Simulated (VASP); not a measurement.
**BP: vibrations by perturbation theory with PBE**

Crystal: BP.

```
B P
1.0
     0.00000    2.27409    2.27409
     2.27409    0.00000    2.27409
     2.27409    2.27409    0.00000
B P
1 1
Direct
  0.00000 0.00000 0.00000
  0.75000 0.75000 0.75000
```

```
Program                : VASP 6.6.1
Task                   : vibrations by perturbation theory
Functional             : PBE
Potentials or basis    : VASP PAW PBE potentials, release 64 (B, P)
Cutoff                 : 500 eV
k mesh                 : 9 × 9 × 9
Occupations            : gaussian, width 0.01 eV
Spin                   : no spin polarisation
Dipole correction      : no
Further INCAR settings : ALGO = Normal; EDIFF = 1e-08; NBANDS = 11; IBRION = 8; NSW = 1
```

The electronic dielectric tensor (diagonal) is 9.35. The born charges (mean of the diagonal) is B -0.47; P +0.47 e and the highest phonon frequency at Γ, LO-TO splitting left out is 799 cm⁻¹.

Phonon frequencies in cm⁻¹ (negative: imaginary):
| q point | frequencies |
| --- | --- |
| (0.000, 0.000, 0.000) | 0 0 0 799 799 799 |

Electronic dielectric tensor:
```
9.35 0.00 0.00
0.00 9.35 0.00
0.00 0.00 9.35
```

Born effective charge tensors (e):
atom 1, B
```
-0.47  0.00  0.00
 0.00 -0.47  0.00
 0.00  0.00 -0.47
```
atom 2, P
```
0.47 0.00 0.00
0.00 0.47 0.00
0.00 0.00 0.47
```

Run time: 2.7 min on 1 thread of Intel Xeon 8259CL, with other jobs on the host, peak memory 0.2 GiB.
